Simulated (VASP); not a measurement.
Runs of VASP 6.6.1 on GaP. The structure is that of space group R-3m (No. 166), or close to it. The cells are those of the table. 

```tsv
level	cell	gap on the mesh (eV)	pressure (GPa)	largest force (eV/Å)
PBE	a = 6.655 Å, angles 34.1°, 4 atoms	(b)	2.8	1.91
PBEsol	a = 6.851 Å, angles 31.3°, 4 atoms	(d)	(c)	1.75
PBEsol	a = 7.199 Å, angles 32.3°, 4 atoms	none	-7.9	2.47
PBEsol	a = 6.642 Å, angles 32.7°, 4 atoms	none	15.1	12.31
PBEsol	a = 7.260 Å, angles 32.3°, 4 atoms	none	-8.6	(a)
```

Alike in all rows: task single point; potentials or basis VASP PAW PBE potentials, release 64 (Ga_d, P); no spin polarisation; k mesh 9 × 9 × 9; cutoff (eV) 520; smearing gaussian 0.02 eV.

Question: Fill in the values left out.

Answer: (a) 0.88; (b) 0.79; (c) 5.3; (d) 0.29.

Caveats: the PAW data sets were made with another functional, which shifts forces and pressure a little (some runs); forces of over 1 eV/Å act on the atoms, so gaps and moduli don't describe the material at rest (some runs).

A k mesh can miss the band edges, and the runs leave out spin-orbit coupling on Ga.

A gap of «none» marks levels without a gap at the run's occupations.
